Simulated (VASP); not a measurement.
# Al in VASP: a series of runs

The runs below take Al through single point, with LDA.

Program: VASP 6.6.1. These are calculated values, not measurements. Logs are shortened: lines on timing, memory, paths and dates and some standing lists are left out, and cuts for length are marked.

## (1) The cell of the first run

Symmetry: I4/mmm, No. 139, tetragonal system. Conventional cell: a = 2.862 Å, b = 2.862 Å, c = 3.967 Å, α = 90.00°, β = 90.00°, γ = 90.00°. Within 3.7 Å of Al (site symmetry 4/mmm) lie 12 Al at 2.83 to 2.86 Å.

## (2) Single point, LDA (zz strain of -2 %)

File INCAR:

```
ALGO     = Normal         # electronic algorithm
EDIFF    = 1E-6           # SCF threshold, eV
ENCUT    = 520            # plane-wave cutoff, eV
ISIF     = 2              # what is computed and relaxed
ISMEAR   = -1             # smearing method
LASPH    = True           # aspherical terms in the spheres
LCHARG   = False          # write CHGCAR
LREAL    = False          # projectors in reciprocal space
LWAVE    = False          # write WAVECAR
NBANDS   = 8              # bands
NELM     = 60             # most SCF steps
PREC     = Accurate       # precision mode
SIGMA    = 0.03           # smearing width, eV
```

File KPOINTS:

```
k-points
0
Gamma
  17 17 17
```

File POSCAR:

```
Al
1.0
    0.0000000000      2.0239800000      1.9835004000
    2.0239800000      0.0000000000      1.9835004000
    2.0239800000      2.0239800000      0.0000000000
Al
1
Direct
    0.0000000000      0.0000000000      0.0000000000
```

Potentials or basis: VASP PAW LDA potentials, release 64 (Al).

On the command line:

```console
$ cat potpaw_LDA.64/Al/POTCAR > POTCAR
$ mpirun -np 1 vasp_std > vasp.out
```

OUTCAR:

```text
EDIFF = 1E-6
   ENCUT = 520
   ISIF = 2
   ISMEAR = -1
   LASPH = True
   LREAL = False
   NELM = 60
   PREC = Accurate

 ion  position               nearest neighbor table
   1  0.000  0.000  0.000-

  LATTYP: Found a body centered tetragonal cell.
 ALAT       =     2.8623399660
 C/A-ratio  =     1.3859292911

  Lattice vectors:

 A1 = (   0.0000000000,  -2.0239800000,  -1.9835004000)
 A2 = (   0.0000000000,   2.0239800000,  -1.9835004000)
 A3 = (   2.0239800000,   0.0000000000,   1.9835004000)

Analysis of symmetry for initial positions (statically):
=====================================================================
 Subroutine PRICEL returns:
 Original cell was already a primitive cell.

 Routine SETGRP: Setting up the symmetry group for a
 body centered tetragonal supercell.

 Subroutine GETGRP returns: Found 16 space group operations
 (whereof 16 operations were pure point group operations)
 out of a pool of 16 trial point group operations.

The static configuration has the point symmetry D_4h.

Analysis of symmetry for dynamics (positions and initial velocities):
=====================================================================
 Subroutine PRICEL returns:
 Original cell was already a primitive cell.

 Routine SETGRP: Setting up the symmetry group for a
 body centered tetragonal supercell.

 Subroutine GETGRP returns: Found 16 space group operations
 (whereof 16 operations were pure point group operations)
 out of a pool of 16 trial point group operations.

The dynamic configuration has the point symmetry D_4h.

 Subroutine INISYM returns: Found 16 space group operations
 (whereof 16 operations are pure point group operations),
 and found     1 'primitive' translations

----------------------------------------------------------------------------------------

                                     Primitive cell

  volume of cell :      16.2508

  direct lattice vectors                    reciprocal lattice vectors
     0.000000000  2.023980000  1.983500400    -0.247038014  0.247038014  0.252079606
     2.023980000  0.000000000  1.983500400     0.247038014 -0.247038014  0.252079606
     2.023980000  2.023980000  0.000000000     0.247038014  0.247038014 -0.252079606

  length of vectors
     2.833861125  2.833861125  2.862339966     0.430812823  0.430812823  0.430812823

  position of ions in fractional coordinates (direct lattice)
     0.000000000  0.000000000  0.000000000

  ion indices of the primitive-cell ions
   primitive index   ion index
                 1           1

----------------------------------------------------------------------------------------

 KPOINTS: k-points

Automatic generation of k-mesh.
 Grid dimensions read from file:
 generate k-points for:   17   17   17

 Generating k-lattice:

  Cartesian coordinates                     Fractional coordinates (reciprocal lattice)
    -0.014531648  0.014531648  0.014828212     0.058823529  0.000000000  0.000000000
     0.014531648 -0.014531648  0.014828212     0.000000000  0.058823529  0.000000000
     0.014531648  0.014531648 -0.014828212    -0.000000000 -0.000000000  0.058823529

  Length of vectors
     0.025341931  0.025341931  0.025341931

  Shift w.r.t. Gamma in fractional coordinates (k-lattice)
     0.000000000  0.000000000  0.000000000

 Subroutine IBZKPT returns following result:
 ===========================================

 Found    405 irreducible k-points:

 Following reciprocal coordinates:
            Coordinates               Weight
  0.000000  0.000000  0.000000      1.000000
  0.058824  0.000000  0.000000      8.000000
  0.117647  0.000000  0.000000      8.000000
  0.176471  0.000000  0.000000      8.000000
  0.235294  0.000000  0.000000      8.000000
  0.294118  0.000000  0.000000      8.000000
[... 16 lines left out ...]
 -0.176471  0.058824  0.000000      8.000000
 -0.117647  0.058824  0.000000      8.000000
 [... further k-points ...]
   k-points           NKPTS =    405   k-points in BZ     NKDIM =    405   number of bands    NBANDS=      8
   number of dos      NEDOS =    301   number of ions     NIONS =      1
   total plane-waves  NPLWV =  13824
   dimension x,y,z NGX =    24 NGY =   24 NGZ =   24
   dimension x,y,z NGXF=    48 NGYF=   48 NGZF=   48
   ions per type =               1
   NGX,Y,Z   is equivalent  to a cutoff of  14.08, 14.08, 13.94 a.u.
   NGXF,Y,Z  is equivalent  to a cutoff of  28.16, 28.16, 27.88 a.u.
 SYSTEM =  unknown system
   PREC   = accura    normal or accurate (medium, high low for compatibility)
   ISTART =      0    job   : 0-new  1-cont  2-samecut
   ICHARG =      2    charge: 1-file 2-atom 10-const
   ISPIN  =      1    spin polarized calculation?
   LNONCOLLINEAR =      F non collinear calculations
   LSORBIT =      F    spin-orbit coupling
   LASPH  =      T    aspherical Exc in radial PAW
   ENCUT  =  520.0 eV  38.22 Ry    6.18 a.u.   5.27  5.27  5.32*2*pi/ulx,y,z
   NELM   =     60;   NELMIN=  2; NELMDL= -5     # of ELM steps
   EDIFF  = 0.1E-05   stopping-criterion for ELM
   LREAL  =      F    real-space projection
   EDIFFG = 0.1E-04   stopping-criterion for IOM
   NSW    =      0    number of steps for IOM
   IBRION =     -1    ionic relax: 0-MD 1-quasi-New 2-CG
   NFREE  =      0    steps in history (QN), initial steepest desc. (CG)
   ISIF   =      2    stress and relaxation
   ISYM   =      2    0-nonsym 1-usesym 2-fastsym
   POTIM  = 0.5000    time-step for ionic-motion
   TEBEG  =    0.0;   TEEND  =   0.0 temperature during run
   PSTRESS=    0.0 pullay stress
   NELECT =       3.0000    total number of electrons
   NUPDOWN=      -1.0000    fix difference up-down
   EMIN   =  10.00;   EMAX   =-10.00  energy-range for DOS
   EFERMI =   0.00;   METHOD = LEGACY
   ISMEAR =    -1;   SIGMA  =   0.03  broadening in eV -4-tet -1-fermi 0-gaus
   EFERMI_NEDOS =   21; number of points for ismear=-14 and -15
   IALGO  =     38    algorithm
   IMIX   =      4    mixing-type and parameters
     AMIX     =   0.40;   BMIX     =  1.00
     AMIX_MAG =   1.60;   BMIX_MAG =  1.00
  volume/ion in A,a.u.               =      16.25       109.67
  Fermi-wavevector in a.u.,A,eV,Ry     =   0.932160  1.761526 11.822399  0.868922
  Thomas-Fermi vector in A             =   2.058728
   LORBIT       =      0    0 simple, 1 ext, 2 COOP (PROOUT), +10 PAW based schemes
   GGA     = CA    functional components
   LHFCALC =     F    Hartree Fock is set to
   AEXX    =    0.0000 exact exchange contribution
   IVDW    =     0    specifies the selected vdW correction
   LEPSILON=     F    determine dielectric tensor
   LRPA    =     F    only Hartree local field effects (RPA)
 non-spin polarized calculation
  energy-cutoff  :      520.00
  volume of cell :       16.25
 maximum number of plane-waves:       449
 NGX is ok and might be reduce to    24
   NGX = 11   NGY = 11   NGZ = 11

 number of electron       3.0000000 magnetization

 Free energy of the ion-electron system (eV)
  ---------------------------------------------------
  ext. energy  EPLUGINS =         0.00000000
  ---------------------------------------------------
  free energy    TOTEN  =        -4.19116958 eV

  energy without entropy =       -4.19037252  energy(sigma->0) =       -4.19077105

 E-fermi :   7.9315     XC(G=0): -10.4001

 val. band max:        7.8726951864   @ k =  -0.4118   0.1765   0.3529
 cond. band min:       7.9659425039   @ k =  -0.4706   0.1176   0.2941
 fundamental gap:      0.0932473175
 Fermi energy:         7.9314795895

 k-point     1 :       0.0000    0.0000    0.0000
  band No.  band energies     occupation
      1      -3.2552      2.00000
      2      20.5351      0.00000
      3      20.5351      0.00000
      4      20.7562      0.00000
      5      22.0007      0.00000
      6      22.0636      0.00000
      7      22.0636      0.00000
      8      24.6801      0.00000

 k-point     2 :       0.0588    0.0000    0.0000
  band No.  band energies     occupation
      1      -3.1604      2.00000
      2      18.9564      0.00000
      3      20.1824      0.00000
      4      20.3365      0.00000
      5      22.5107      0.00000
      6      22.5565      0.00000
      7      22.6916      0.00000
      8      25.6273      0.00000

 k-point     3 :       0.1176    0.0000    0.0000
  band No.  band energies     occupation
      1      -2.8764      2.00000
      2      16.5963      0.00000
      3      19.6213      0.00000
      4      19.8006      0.00000
      5      22.7626      0.00000
      6      23.4571      0.00000
      7      23.4681      0.00000
      8      25.4546      0.00000

 k-point     4 :       0.1765    0.0000    0.0000
  band No.  band energies     occupation
      1      -2.4043      2.00000
      2      14.2309      0.00000
      3      19.1429      0.00000
      4      19.3610      0.00000
      5      22.6060      0.00000
      6      23.6290      0.00000
      7      24.0802      0.00000
      8      25.3340      0.00000

 k-point     5 :       0.2353    0.0000    0.0000
  band No.  band energies     occupation
      1      -1.7460      2.00000
      2      11.9560      0.00000
      3      18.8004      0.00000
      4      19.0610      0.00000
      5      22.4513      0.00000
      6      22.6523      0.00000
      7      23.2565      0.00000
      8      26.4168      0.00000

 k-point     6 :       0.2941    0.0000    0.0000
  band No.  band energies     occupation
      1      -0.9043      2.00000
      2       9.8050      0.00000
      3      18.6075      0.00000
      4      18.9115      0.00000
      5      21.6405      0.00000
      6      22.2206      0.00000
      7      22.3910      0.00000
      8      26.1462      0.00000

 k-point     7 :       0.3529    0.0000    0.0000
  band No.  band energies     occupation
      1       0.1177      2.00000
      2       7.7945      1.97942
      3      18.5691      0.00000
      4      18.9164      0.00000
      5      20.7471      0.00000
      6      21.2952      0.00000
      7      22.4567      0.00000
      8      25.1735      0.00000
[... 133 lines left out ...]
 k-point    20 :      -0.3529    0.0588    0.0000
  band No.  band energies     occupation
      1       0.5598      2.00000
      2       7.2681      2.00000
      3      17.2746      0.00000
      4      19.3015      0.00000
      5      19.9376      0.00000
      6      21.0433      0.00000
      7      23.0612      0.00000
      8      26.1998      0.00000

 k-point    21 :      -0.2941    0.0588    0.0000
  band No.  band energies     occupation
      1      -0.5176      2.00000
      2       9.2281      0.00000
      3      17.2007      0.00000
      4      19.8293      0.00000
      5      20.2526      0.00000
      6      21.9211      0.00000
      7      22.9725      0.00000
      8      27.0404      0.00000

 k-point    22 :      -0.2353    0.0588    0.0000
  band No.  band energies     occupation
      1      -1.4160      2.00000
      2      11.3290      0.00000
      3      17.2902      0.00000
      4      20.0017      0.00000
      5      21.2125      0.00000
      6      22.8508      0.00000
      7      23.0937      0.00000
      8      25.9226      0.00000

 k-point    23 :      -0.1765    0.0588    0.0000
  band No.  band energies     occupation
      1      -2.1319      2.00000
      2      13.5513      0.00000
      3      17.5450      0.00000
      4      20.2796      0.00000
      5      22.2743      0.00000
      6      23.0952      0.00000
      7      24.0691      0.00000
      8      24.5307      0.00000

 k-point    24 :      -0.1176    0.0588    0.0000
  band No.  band energies     occupation
      1      -2.6626      2.00000
      2      15.8472      0.00000
      3      17.9784      0.00000
      4      20.6396      0.00000
      5      22.6900      0.00000
      6      23.2062      0.00000
      7      24.1368      0.00000
      8      24.5625      0.00000

 [... further k-points ...]
[... 5 lines left out ...]
  --------------------------------------------------------------------------------------
  -------------------------------------------------------------------------------------
  Total       -0.2701650     -0.2701650     -0.1058185      0.0000000     -0.0000000     -0.0000000
  in kB      -26.6357511    -26.6357511    -10.4327192      0.0000000     -0.0000000     -0.0000000
  external PRESSURE =     -21.2347405 kB  Pullay stress =       0.0000000 kB

 VOLUME and BASIS-vectors are now :
 -----------------------------------------------------------------------------
  energy-cutoff  :      520.00
  volume of cell :       16.25
      direct lattice vectors                 reciprocal lattice vectors
     0.000000000  2.023980000  1.983500400    -0.247038014  0.247038014  0.252079606
     2.023980000  0.000000000  1.983500400     0.247038014 -0.247038014  0.252079606
     2.023980000  2.023980000  0.000000000     0.247038014  0.247038014 -0.252079606

 POSITION                                       TOTAL-FORCE (eV/Angst)
 -----------------------------------------------------------------------------------
      0.00000      0.00000      0.00000         0.000000     -0.000000     -0.000000
 -----------------------------------------------------------------------------------
    total drift:                                0.000000     -0.000000      0.000000

  FREE ENERGIE OF THE ION-ELECTRON SYSTEM (eV)
  ---------------------------------------------------
  free  energy   TOTEN  =        -4.1911695765 eV

  energy  without entropy=       -4.1903725189  energy(sigma->0) =       -4.19077105
```

Wall time 43 s (1 thread of Intel Xeon 8259CL, shared host); peak memory 0.15 GiB.

Results:

```yaml
Free_energy: -4.1912 eV
Pressure: -2.1 GPa
```

Caveat: the cell differs from its parent crystal (zz strain of -2 %).

## (3) Single point, LDA (zz strain of +1 %)

File INCAR:

```
SYSTEM = Al
PREC = Accurate ; ENCUT = 520
EDIFF = 1E-7 ; ISMEAR = -1
SIGMA = 0.03 ; LREAL = .False.
LASPH = .True. ; NELM = 60
ALGO = Normal ; ISIF = 2
LWAVE = .False. ; LCHARG = .False.
NBANDS = 8
```

File KPOINTS:

```
regular mesh
0
Gamma
  17 17 17
  0 0 0
```

File POSCAR:

```
Al
1.0
    0.0000000000      2.0239800000      2.0442198000
    2.0239800000      0.0000000000      2.0442198000
    2.0239800000      2.0239800000      0.0000000000
Al
1
Direct
    0.0000000000      0.0000000000      0.0000000000
```

Potentials or basis: VASP PAW LDA potentials, release 64 (Al).

On the command line:

```console
$ cat potpaw_LDA.64/Al/POTCAR > POTCAR
$ mpirun -np 1 vasp_std > vasp.out
```

Run time: 67 s. Hardware: 1 thread of Intel Xeon 8259CL, shared host; peak memory 0.16 GiB.

Results (log left out):

| Property | Result |
| --- | --- |
| Free energy | -4.1814 eV |
| Pressure | -4.3 GPa |

Stress tensor (GPa, compression positive):
```
-4.31  0.00  0.00
 0.00 -4.31  0.00
 0.00  0.00 -4.18
```

Levels at points of the mesh, in eV from the Fermi level:
```csv
k point,band 1,band 2,band 3,band 4
"(0.00, 0.00, 0.00)",-11.00,12.42,12.53,12.53
```

Caveat: the cell differs from its parent crystal (zz strain of +1 %).

(Part 1 of 2 ends here.)
